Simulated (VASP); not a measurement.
## HfO2: single point with PBE+D3(BJ)

HfO2:

```
Hf O
1.0
     0.00000    2.53644    2.53644
     2.53644    0.00000    2.53644
     2.53644    2.53644    0.00000
Hf O
1 2
Direct
  0.00000 0.00000 0.00000
  0.25000 0.25000 0.25000
  0.75000 0.75000 0.75000
```

| Property | Result |
| --- | --- |
| Program | VASP 6.6.1 |
| Task | single point |
| Functional | PBE |
| Dispersion | D3(BJ) |
| Potentials or basis | VASP PAW PBE potentials, release 64 (Hf_pv, O) |
| Cutoff | 520 eV |
| k mesh | 8 × 8 × 8 |
| Occupations | gaussian, width 0.02 eV |
| Spin | no spin polarisation |

* Pressure: -3.8 GPa
* Band gap on the k mesh: 3.80 eV, direct
* Dispersion energy per atom: -0.239 eV

Levels at points of the mesh, in eV from the valence-band top:
```
           k point  band 7  band 8  band 9  band 10  band 11  band 12  band 13  band 14  band 15  band 16
(0.00, 0.00, 0.00)   -5.33   -5.33   -0.61    -0.61    -0.61     3.88     3.88     5.82    10.40    10.40
(0.50, 0.00, 0.00)   -4.30   -3.04   -2.72    -1.83    -1.83     4.60     4.60     6.97     9.06     9.36
(0.50, 0.50, 0.00)   -3.46   -3.46   -1.52    -1.52     0.00     3.80     5.49     6.62     8.15     8.15
```

Wall time 20 s on 1 thread of AMD EPYC 7R43 64-Core Processor (Zen 3), on a shared host, peak memory 0.14 GiB.

Caveat: spin-orbit coupling is left out, which moves the levels of the heavy elements. A k mesh can miss the band edges.
